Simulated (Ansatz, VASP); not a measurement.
One calculation of P, two programs

The input POSCAR:

```
P
1.0
    4.5349450219      0.0000000000      0.0000000000
    0.0000000000      3.2260267592      0.0000000000
    0.0000000000      0.0000000000     27.8195791164
P
4
Direct
    0.0872412525      0.0000000000      0.3792592997
    0.4127587475      0.5000000000      0.3792592997
    0.5872412525      0.5000000000      0.3037129308
    0.9127587475      0.0000000000      0.3037129308
```

The input INCAR.step1:

```
SYSTEM = P
PREC = Accurate ; ENCUT = 520
ISMEAR = 0 ; SIGMA = 0.01
LREAL = .False. ; LASPH = .True.
NELM = 80 ; LDIPOL = .True.
IDIPOL = 3 ; DIPOL = 0.5 0.5 0.341
NBANDS = 18 ; GGA = PE
ALGO = Normal ; EDIFF = 1E-4
LWAVE = .True. ; LCHARG = .False.
```

INCAR.step2

```
SYSTEM = P
PREC = Accurate ; ENCUT = 520
EDIFF = 1E-6 ; ISMEAR = 0
SIGMA = 0.01 ; LREAL = .False.
LASPH = .True. ; NELM = 80
ALGO = Normal ; ISIF = 2
LWAVE = .False. ; LCHARG = .False.
LDIPOL = .True. ; IDIPOL = 3
DIPOL = 0.5 0.5 0.341 ; METAGGA = R2SCAN
LMIXTAU = .True. ; NBANDS = 18
ISTART = 1
```

The input KPOINTS:

```
Automatic mesh
0
Gamma
  6 8 1
  0 0 0
```

Input for Ansatz:

```yaml
crystal:
  lattice:
    - [4.5349450219, 0.0, 0.0]
    - [0.0, 3.2260267592, 0.0]
    - [0.0, 0.0, 27.8195791164]
  atoms:
    - { symbol: P, position: [0.0872412525, 0.0, 0.3792592997] }
    - { symbol: P, position: [0.4127587475, 0.5, 0.3792592997] }
    - { symbol: P, position: [0.5872412525, 0.5, 0.3037129308] }
    - { symbol: P, position: [0.9127587475, 0.0, 0.3037129308] }
  periodic: [true, true, false]
kpoints:
  mp_grid: { grid: [6, 8, 1] }
  band_path:
    path:
      - [0.0, 0.0, 0.0]
      - [0.5, 0.0, 0.0]
      - [0.5, 0.5, 0.0]
      - [0.0, 0.5, 0.0]
      - [0.0, -0.067708, 0.0]
    npoints: 1
hamiltonian:
  xc: r2scan
scf:
  occupations: { method: fixed }
  n_extra_bands: 5
output:
  forces: true
  stress: true
  eigenvalues: true
```

Change from the starting cell: hydrostatic strain -2.0%.

Alike in both runs: task single point; functional r2SCAN; k mesh 6 × 8 × 1; no spin polarisation.

```csv
,VASP,Ansatz
version,VASP 6.6.1,Ansatz 0.2.0
potentials or method,"VASP PAW PBE potentials, release 64 (P)","plane waves, PAW"
plane-wave cutoff (eV),520,500
occupations,"gaussian, width 0.01 eV",fixed
valence electrons in the cell,20,20
```

VASP gave:

* gap on the k mesh at the Fermi level (eV): 0.90
* rms of the force components (eV/Å): 0.063

Question: What did Ansatz give for the same quantities?

Answer: gap on the k mesh at the Fermi level (eV): 0.87; rms of the force components (eV/Å): 0.001.

VASP's potentials were made for PBE, not for r2SCAN. Atom by atom the forces differ by 0.063 eV/Å (rms over components).
